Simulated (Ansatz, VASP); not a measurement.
## Al: VASP beside Ansatz

```xyz
1
Lattice="0.0000 1.9916 1.9916 1.9916 0.0000 1.9916 1.9916 1.9916 0.0000" Properties=species:S:1:pos:R:3 pbc="T T T"
Al    0.0000    0.0000    0.0000
```

Alike in both runs: task single point; functional LDA; k mesh 2 × 2 × 2; occupations fermi-dirac, width 0.1 eV; no spin polarisation.

|  | VASP | Ansatz |
| --- | --- | --- |
| version | VASP 6.6.1 | Ansatz 0.2.0 |
| potentials or method | VASP PAW LDA potentials, release 64 (Al), cutoff 520 eV | plane waves (420 eV) with PAW, scalar-relativistic |
| valence electrons in the cell | 3 | 3 |

Ansatz gave:

```
pressure (GPa) : -5.1
```

**Question.** Which values does VASP return?

**Answer.** Pressure (GPa): -4.9.

Ansatz warns that its potentials were made for another functional, while VASP's fit it. LDA's correlation is that of Perdew and Zunger in VASP and of Perdew and Wang (1992) in Ansatz.

The k mesh is coarse, so the values compare programs but aren't converged.
